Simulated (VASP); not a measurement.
# SnSe in VASP: single point with PBEsol+D3(BJ)

Aim: the single point of SnSe with PBEsol+D3(BJ).

Program: VASP 6.6.1. These are calculated values, not measurements. Logs are shortened: lines on timing, memory, paths and dates and some standing lists are left out, and cuts for length are marked.

**1. The cell of the first run**

The typed cell holds 4 atoms: a = 4.257 Å, b = 4.257 Å, c = 6.138 Å, α = 90.00°, β = 90.00°, γ = 90.00°.

**2. Single point, PBEsol+D3(BJ)**

INCAR reads:

```
PREC = Accurate ; ENCUT = 520
EDIFF = 1E-6 ; ISMEAR = 0
SIGMA = 0.03 ; LREAL = False
LASPH = True ; NELM = 100
ALGO = Normal ; ISIF = 2
LWAVE = False ; LCHARG = False
GGA = PS ; IVDW = 12
NBANDS = 28
```

KPOINTS reads:

```
Automatic mesh
0
Gamma
  8 8 6
```

POSCAR reads:

```
SnSe
1.0
    4.2571363761      0.0000000000      0.0000000000
    0.0000000000      4.2571363761      0.0000000000
    0.0000000000      0.0000000000      6.1384000000
Sn Se
2 2
Direct
    0.5000000000      0.0000000000      0.2500241371
    0.0000000000      0.5000000000      0.7499758629
    0.5000000000      0.0000000000      0.7499817524
    0.0000000000      0.5000000000      0.2500182476
```

Potentials or basis: VASP PAW PBE potentials, release 64 (Sn_d, Se).

On the command line:

```
cat potpaw_PBE.64/Sn_d/POTCAR potpaw_PBE.64/Se/POTCAR > POTCAR
mpirun -np 1 vasp_std > vasp.out
```

OUTCAR:

```text
PREC = Accurate
   ENCUT = 520
   EDIFF = 1E-6
   ISMEAR = 0
   LREAL = False
   LASPH = True
   NELM = 100
   ISIF = 2
   GGA = PS
   IVDW = 12
 IVDW          = 12

 ion  position               nearest neighbor table
   1  0.500  0.000  0.250-   4 3.01   4 3.01   4 3.01   4 3.01   3 3.07   3 3.07
   2  0.000  0.500  0.750-   3 3.01   3 3.01   3 3.01   3 3.01   4 3.07   4 3.07
   3  0.500  0.000  0.750-   2 3.01   2 3.01   2 3.01   2 3.01   1 3.07   1 3.07
   4  0.000  0.500  0.250-   1 3.01   1 3.01   1 3.01   1 3.01   2 3.07   2 3.07

  LATTYP: Found a simple tetragonal cell.
 ALAT       =     4.2571363761
 C/A-ratio  =     1.4419082354

  Lattice vectors:

 A1 = (   4.2571363761,   0.0000000000,   0.0000000000)
 A2 = (   0.0000000000,   4.2571363761,   0.0000000000)
 A3 = (   0.0000000000,   0.0000000000,   6.1384000000)

Analysis of symmetry for initial positions (statically):
=====================================================================
 Subroutine PRICEL returns:
 Original cell was already a primitive cell.

 Routine SETGRP: Setting up the symmetry group for a
 simple tetragonal supercell.

 Subroutine GETGRP returns: Found 16 space group operations
 (whereof  8 operations were pure point group operations)
 out of a pool of 16 trial point group operations.

The static configuration has the point symmetry D_2d.
 The point group associated with its full space group is D_4h.

Analysis of symmetry for dynamics (positions and initial velocities):
=====================================================================
 Subroutine PRICEL returns:
 Original cell was already a primitive cell.

 Routine SETGRP: Setting up the symmetry group for a
 simple tetragonal supercell.

 Subroutine GETGRP returns: Found 16 space group operations
 (whereof  8 operations were pure point group operations)
 out of a pool of 16 trial point group operations.

The dynamic configuration has the point symmetry D_2d.
 The point group associated with its full space group is D_4h.

 Subroutine INISYM returns: Found 16 space group operations
 (whereof  8 operations are pure point group operations),
 and found     1 'primitive' translations

----------------------------------------------------------------------------------------

                                     Primitive cell

  volume of cell :     111.2475

  direct lattice vectors                    reciprocal lattice vectors
     4.257136376  0.000000000  0.000000000     0.234899686  0.000000000  0.000000000
     0.000000000  4.257136376  0.000000000     0.000000000  0.234899686  0.000000000
     0.000000000  0.000000000  6.138400000     0.000000000  0.000000000  0.162908901

  length of vectors
     4.257136376  4.257136376  6.138400000     0.234899686  0.234899686  0.162908901

  position of ions in fractional coordinates (direct lattice)
     0.500000000  0.000000000  0.250024137
     0.000000000  0.500000000  0.749975863
     0.500000000  0.000000000  0.749981752
     0.000000000  0.500000000  0.250018248

  ion indices of the primitive-cell ions
   primitive index   ion index
                 1           1
                 2           2
                 3           3
                 4           4

----------------------------------------------------------------------------------------

 KPOINTS: Automatic mesh

Automatic generation of k-mesh.
 Grid dimensions read from file:
 generate k-points for:    8    8    6

 Generating k-lattice:

  Cartesian coordinates                     Fractional coordinates (reciprocal lattice)
     0.029362461  0.000000000  0.000000000     0.125000000  0.000000000  0.000000000
     0.000000000  0.029362461  0.000000000     0.000000000  0.125000000  0.000000000
     0.000000000  0.000000000  0.027151484     0.000000000  0.000000000  0.166666667

  Length of vectors
     0.029362461  0.029362461  0.027151484

  Shift w.r.t. Gamma in fractional coordinates (k-lattice)
     0.000000000  0.000000000  0.000000000

 Subroutine IBZKPT returns following result:
 ===========================================

 Found     60 irreducible k-points:

 Following reciprocal coordinates:
            Coordinates               Weight
  0.000000  0.000000  0.000000      1.000000
  0.125000  0.000000  0.000000      4.000000
  0.250000  0.000000  0.000000      4.000000
  0.375000  0.000000  0.000000      4.000000
  0.500000  0.000000  0.000000      2.000000
  0.125000  0.125000  0.000000      4.000000
[... 16 lines left out ...]
  0.375000  0.125000  0.166667     16.000000
  0.500000  0.125000  0.166667      8.000000
 [... further k-points ...]
   k-points           NKPTS =     60   k-points in BZ     NKDIM =     60   number of bands    NBANDS=     28
   number of dos      NEDOS =    301   number of ions     NIONS =      4
   total plane-waves  NPLWV =  49152
   dimension x,y,z NGX =    32 NGY =   32 NGZ =   48
   dimension x,y,z NGXF=    64 NGYF=   64 NGZF=   96
   ions per type =               2   2
   NGX,Y,Z   is equivalent  to a cutoff of  12.50, 12.50, 13.00 a.u.
   NGXF,Y,Z  is equivalent  to a cutoff of  24.99, 24.99, 26.00 a.u.
 SYSTEM =  unknown system
   PREC   = accura    normal or accurate (medium, high low for compatibility)
   ISTART =      0    job   : 0-new  1-cont  2-samecut
   ICHARG =      2    charge: 1-file 2-atom 10-const
   ISPIN  =      1    spin polarized calculation?
   LNONCOLLINEAR =      F non collinear calculations
   LSORBIT =      F    spin-orbit coupling
   LASPH  =      T    aspherical Exc in radial PAW
   ENCUT  =  520.0 eV  38.22 Ry    6.18 a.u.   7.92  7.92 11.41*2*pi/ulx,y,z
   NELM   =    100;   NELMIN=  2; NELMDL= -5     # of ELM steps
   EDIFF  = 0.1E-05   stopping-criterion for ELM
   LREAL  =      F    real-space projection
   EDIFFG = 0.1E-04   stopping-criterion for IOM
   NSW    =      0    number of steps for IOM
   IBRION =     -1    ionic relax: 0-MD 1-quasi-New 2-CG
   NFREE  =      0    steps in history (QN), initial steepest desc. (CG)
   ISIF   =      2    stress and relaxation
   ISYM   =      2    0-nonsym 1-usesym 2-fastsym
   POTIM  = 0.5000    time-step for ionic-motion
   TEBEG  =    0.0;   TEEND  =   0.0 temperature during run
   PSTRESS=    0.0 pullay stress
   NELECT =      40.0000    total number of electrons
   NUPDOWN=      -1.0000    fix difference up-down
   EMIN   =  10.00;   EMAX   =-10.00  energy-range for DOS
   EFERMI =   0.00;   METHOD = LEGACY
   ISMEAR =     0;   SIGMA  =   0.03  broadening in eV -4-tet -1-fermi 0-gaus
   EFERMI_NEDOS =   21; number of points for ismear=-14 and -15
   IALGO  =     38    algorithm
   IMIX   =      4    mixing-type and parameters
     AMIX     =   0.40;   BMIX     =  1.00
     AMIX_MAG =   1.60;   BMIX_MAG =  1.00
  volume/ion in A,a.u.               =      27.81       187.68
  Fermi-wavevector in a.u.,A,eV,Ry     =   1.164121  2.199869 18.438306  1.355177
  Thomas-Fermi vector in A             =   2.300663
   LORBIT       =      0    0 simple, 1 ext, 2 COOP (PROOUT), +10 PAW based schemes
   GGA     = PS    functional components
   LHFCALC =     F    Hartree Fock is set to
   AEXX    =    0.0000 exact exchange contribution
   IVDW    =    12    specifies the selected vdW correction
   LEPSILON=     F    determine dielectric tensor
   LRPA    =     F    only Hartree local field effects (RPA)
 non-spin polarized calculation
 Gauss-broadening in eV      SIGMA  =   0.03
  energy-cutoff  :      520.00
  volume of cell :      111.25
 maximum number of plane-waves:      3020
 NGX is ok and might be reduce to    32
   NGX = 15   NGY = 15   NGZ = 23

 number of electron      40.0000009 magnetization

 Free energy of the ion-electron system (eV)
  ---------------------------------------------------
  ext. energy  EPLUGINS =         0.00000000
  ---------------------------------------------------
  free energy    TOTEN  =       -17.89838020 eV

  energy without entropy =      -17.89838020  energy(sigma->0) =      -17.89838020

 E-fermi :   5.3514     XC(G=0):  -9.6864

 val. band max:        5.1920182303   @ k =   0.5000   0.0000   0.3333
 cond. band min:       5.5602716743   @ k =   0.5000   0.0000   0.3333
 fundamental gap:      0.3682534440
 Fermi energy:         5.3514393899

 k-point     1 :       0.0000    0.0000    0.0000
  band No.  band energies     occupation
      1     -16.2903      2.00000
      2     -16.2658      2.00000
      3     -16.2644      2.00000
      4     -16.2644      2.00000
      5     -16.2634      2.00000
      6     -16.2576      2.00000
[... 20 lines left out ...]
     27      10.8680      0.00000
     28      10.9612      0.00000

 k-point     2 :       0.1250    0.0000    0.0000
  band No.  band energies     occupation
      1     -16.2883      2.00000
      2     -16.2657      2.00000
      3     -16.2643      2.00000
      4     -16.2637      2.00000
      5     -16.2616      2.00000
      6     -16.2565      2.00000
[... 20 lines left out ...]
     27      10.6994      0.00000
     28      10.9783      0.00000

 k-point     3 :       0.2500    0.0000    0.0000
  band No.  band energies     occupation
      1     -16.2833      2.00000
      2     -16.2664      2.00000
      3     -16.2641      2.00000
      4     -16.2619      2.00000
      5     -16.2586      2.00000
      6     -16.2570      2.00000
[... 20 lines left out ...]
     27      10.5002      0.00000
     28      11.1346      0.00000

 k-point     4 :       0.3750    0.0000    0.0000
  band No.  band energies     occupation
      1     -16.2775      2.00000
      2     -16.2686      2.00000
      3     -16.2629      2.00000
      4     -16.2603      2.00000
      5     -16.2592      2.00000
      6     -16.2579      2.00000
[... 578 lines left out ...]
     27      10.3825      0.00000
     28      11.2677      0.00000

 k-point    23 :       0.3750    0.1250    0.1667
  band No.  band energies     occupation
      1     -16.2765      2.00000
      2     -16.2699      2.00000
      3     -16.2641      2.00000
      4     -16.2621      2.00000
      5     -16.2611      2.00000
      6     -16.2581      2.00000
[... 20 lines left out ...]
     27      10.5744      0.00000
     28      12.2564      0.00000

 k-point    24 :       0.5000    0.1250    0.1667
  band No.  band energies     occupation
      1     -16.2730      2.00000
      2     -16.2730      2.00000
      3     -16.2631      2.00000
      4     -16.2631      2.00000
      5     -16.2611      2.00000
      6     -16.2611      2.00000
[... 20 lines left out ...]
     27      11.2742      0.00000
     28      11.2742      0.00000

 [... further k-points ...]

------------------------ aborting loop because EDIFF is reached ----------------------------------------

 Edisp (eV)   -1.29197

 E8    (eV) :    -0.8679

  FORCE on cell =-STRESS in cart. coord.  units (eV):
  Direction    XX          YY          ZZ          XY          YZ          ZX
  --------------------------------------------------------------------------------------
  -------------------------------------------------------------------------------------
  Total      -2.71604    -2.71604    -4.06123     0.00000    -0.00000     0.00000
  in kB     -39.11620   -39.11620   -58.48950     0.00000    -0.00000     0.00000
  external pressure =      -45.57 kB  Pullay stress =        0.00 kB

 VOLUME and BASIS-vectors are now :
 -----------------------------------------------------------------------------
  energy-cutoff  :      520.00
  volume of cell :      111.25
      direct lattice vectors                 reciprocal lattice vectors
     4.257136376  0.000000000  0.000000000     0.234899686  0.000000000  0.000000000
     0.000000000  4.257136376  0.000000000     0.000000000  0.234899686  0.000000000
     0.000000000  0.000000000  6.138400000     0.000000000  0.000000000  0.162908901

 POSITION                                       TOTAL-FORCE (eV/Angst)
 -----------------------------------------------------------------------------------
      2.12857      0.00000      1.53475        -0.000000     -0.000000      0.000070
      0.00000      2.12857      4.60365        -0.000000      0.000000     -0.000070
      2.12857      0.00000      4.60369         0.000000     -0.000000     -0.000084
      0.00000      2.12857      1.53471        -0.000000     -0.000000      0.000084
 -----------------------------------------------------------------------------------
    total drift:                                0.000000      0.000000      0.000000

  FREE ENERGIE OF THE ION-ELECTRON SYSTEM (eV)
  ---------------------------------------------------
  free  energy   TOTEN  =       -19.1903523281 eV

  energy  without entropy=      -19.1903523281  energy(sigma->0) =      -19.19035233
```

Run time: 1.7 min. Hardware: 1 thread of Intel Xeon 8259CL, shared host; peak memory 0.32 GiB.

What came out:

```
Free energy                : -19.1904 eV
Pressure                   : -4.6 GPa
Band gap on the k mesh     : 0.37 eV
Dispersion energy per atom : -0.323 eV
```

Levels at points of the mesh, in eV from the valence-band top:
```tsv
k point	band 16	band 17	band 18	band 19	band 20	band 21	band 22	band 23	band 24	band 25
(0.00, 0.00, 0.00)	-3.49	-3.49	-2.15	-2.15	-1.97	3.06	3.96	4.40	4.40	5.32
(0.50, 0.00, 0.00)	-3.78	-1.95	-1.95	-0.49	-0.49	1.15	1.15	1.74	1.74	4.01
(0.50, 0.50, 0.00)	-5.35	-3.64	-3.64	-3.42	-3.42	3.00	3.00	4.99	4.99	5.45
(0.00, 0.00, 0.50)	-2.89	-2.89	-2.89	-1.79	-1.79	2.06	2.06	3.94	3.94	4.53
(0.50, 0.00, 0.50)	-1.87	-1.83	-1.83	-0.04	-0.04	0.54	0.54	1.22	1.22	1.31
(0.50, 0.50, 0.50)	-4.63	-4.63	-4.63	-0.87	-0.87	1.41	1.41	4.76	4.76	4.76
```

Caveat: the cell stands under tension; semilocal functionals underestimate gaps, and a narrow one can read as zero; the PAW data sets were made with another functional, which shifts forces and pressure a little; spin-orbit coupling is left out, which moves the levels of the heavy elements. A k mesh can miss the band edges.
